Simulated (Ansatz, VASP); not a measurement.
Al in VASP and in Ansatz

Contents of POSCAR:

```
Al
1.0
    0.0000000000      2.0250000000      2.0250000000
    2.0250000000      0.0000000000      2.0250000000
    2.0250000000      2.0250000000      0.0000000000
Al
1
Direct
    0.0000000000      0.0000000000      0.0000000000
```

INCAR.step1

```
ALGO = Normal
EDIFF = 1E-4
ENCUT = 600
GGA = PE
ISMEAR = 1
LASPH = True
LCHARG = False
LREAL = False
LWAVE = True
NELM = 100
PREC = Accurate
SIGMA = 0.1
```

INCAR.step2

```
ALGO = Normal
EDIFF = 1E-6
EDIFFG = -0.005
ENCUT = 600
IBRION = 2
ISIF = 3
ISMEAR = 1
ISTART = 1
LASPH = True
LCHARG = False
LMIXTAU = True
LREAL = False
LWAVE = False
METAGGA = R2SCAN
NELM = 100
NSW = 60
PREC = Accurate
SIGMA = 0.1
```

KPOINTS

```
k-points
0
Gamma
  23 23 23
```

Input for Ansatz:

```yaml
crystal:
  lattice:
    - [0.0, 2.025, 2.025]
    - [2.025, 0.0, 2.025]
    - [2.025, 2.025, 0.0]
  atoms:
    - { symbol: Al, position: [0.0, 0.0, 0.0] }
kpoints:
  mp_grid: { grid: [23, 23, 23] }
scf:
  occupations: { method: cold, width: 0.1 }
hamiltonian:
  xc: r2scan
  pseudopotentials: { kind: paw, azcp: { folder: soft_1 } }
output:
  forces: true
  stress: true
  populations: false
relax:
  f_tol: 0.005
  max_steps: 40
  cell: {}
```

Alike in both runs: task relaxation of cell and atoms; functional r2SCAN; k mesh 23 × 23 × 23; no spin polarisation.

|  | VASP | Ansatz |
| --- | --- | --- |
| version | VASP 6.6.1 | Ansatz 0.2.0 |
| potentials or method | VASP PAW PBE potentials, release 64 (Al) | plane-wave PAW, scalar-relativistic |
| plane-wave cutoff (eV) | 600 | 500 |
| occupations | methfessel-paxton of order 1, width 0.1 eV | cold, width 0.1 eV |
| valence electrons in the cell | 3 | 3 |

|  | VASP | Ansatz | Ansatz less VASP |
| --- | --- | --- | --- |
| relaxed volume (Å³/atom) | 15.85 | 15.89 | +0.044 |
| relaxed cell length with the largest relative difference (Å) | 2.820 | 2.822 | +0.0026 |

VASP's potentials were made for PBE, not for r2SCAN.
